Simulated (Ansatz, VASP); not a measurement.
## Two plane-wave programs on MgO

Contents of INCAR:

```
SYSTEM = MgO
  ALGO = Normal
  EDIFF = 1E-6
  ENCUT = 600
  GGA = CA
  GGA_COMPAT = .FALSE.
  ISIF = 2
  ISMEAR = 0
  LASPH = .TRUE.
  LCHARG = .FALSE.
  LREAL = .FALSE.
  LWAVE = .FALSE.
  NBANDS = 11
  NELM = 120
  PREC = Accurate
  SIGMA = 0.01
```

KPOINTS

```
k-points
0
G
  10 10 10
  0 0 0
```

File POSCAR:

```
MgO
1.0
    0.0000000000      2.1050000000      2.1050000000
    2.1050000000      0.0000000000      2.1050000000
    2.1050000000      2.1050000000      0.0000000000
Mg O
1 1
Direct
    0.0000000000      0.0000000000      0.0000000000
    0.5000000000      0.5000000000      0.5000000000
```

Input for Ansatz:

```yaml
crystal:
  lattice:
    - [0.0, 2.105, 2.105]
    - [2.105, 0.0, 2.105]
    - [2.105, 2.105, 0.0]
  atoms:
    - { symbol: Mg, position: [0.0, 0.0, 0.0] }
    - { symbol: O, position: [0.5, 0.5, 0.5] }
scf:
  occupations: { method: fixed }
output:
  forces: true
  stress: true
  eigenvalues: true
hamiltonian:
  xc: lda
basis:
  ecutwfc: 700
kpoints:
  mp_grid: { grid: [10, 10, 10] }
```

Alike in both runs: task single point; functional LDA; k mesh 10 × 10 × 10; no spin polarisation.

|  | VASP | Ansatz |
| --- | --- | --- |
| version | VASP 6.6.1 | Ansatz 0.2.0 |
| potentials or method | VASP PAW LDA potentials, release 64 (Mg, O), cutoff 600 eV | scalar-relativistic, plane waves, PAW |
| occupations | gaussian, width 0.01 eV | fixed |
| valence electrons in the cell | 8 | 16 |

|  | VASP | Ansatz | Ansatz less VASP |
| --- | --- | --- | --- |
| gap on the k mesh at the Fermi level (eV) | 4.67 | 4.67 | +0.001 |
| least direct gap on the mesh (eV) | 4.67 | 4.67 | +0.001 |
| pressure (GPa) | -7.8 | -5.8 | +1.98 |

LDA's correlation is that of Perdew and Zunger in VASP and of Perdew and Wang (1992) in Ansatz. VASP's potentials hold 8 valence electrons a cell and Ansatz's 16, so a difference there can come from the potentials and not from the codes.
